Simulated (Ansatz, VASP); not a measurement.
One calculation of TaN, two programs

```
Ta N
1.0
     2.93800    0.00000    0.00000
    -1.46900    2.54438    0.00000
     0.00000    0.00000    2.88300
Ta N
1 1
Direct
  0.28684 0.63263 0.46996
  0.00000 0.00000 0.00000
```

Change from the starting cell: all Ta atoms moved -0.150 Å, as atom 1 along Cartesian [1 1 1].

Alike in both runs: task single point; functional PBEsol; k mesh 18 × 18 × 16; occupations gaussian, width 0.15 eV; no spin polarisation.

|  | VASP | Ansatz |
| --- | --- | --- |
| version | VASP 6.6.1 | Ansatz 0.2.0 |
| potentials or method | VASP PAW PBE potentials, release 64 (Ta_pv, N), cutoff 520 eV | scalar-relativistic, plane waves, PAW |
| valence electrons in the cell | 16 | 18 |

Ansatz gave:

```
gap on the k mesh at the Fermi level (eV)                     : none
pressure (GPa)                                                : -1.4
traceless stress, the component that is largest in VASP (GPa) : 2.69
rms of the force components (eV/Å)                            : 1.138
```

Problem. Which values does VASP return?

Solution. gap on the k mesh at the Fermi level (eV): none; pressure (GPa): -0.5; traceless stress, the component that is largest in VASP (GPa): 2.72; rms of the force components (eV/Å): 1.148.

VASP's potentials were made for PBE, not for PBEsol. Atom by atom the forces differ by 0.010 eV/Å (rms over components). A gap of «none» marks a metal or a gap that the smearing closes. With one functional, cell and mesh, what is left measures potentials, basis and numerics. VASP's potentials hold 16 valence electrons a cell and Ansatz's 18, so a difference there can come from the potentials and not from the codes.

Spin-orbit coupling is off throughout.
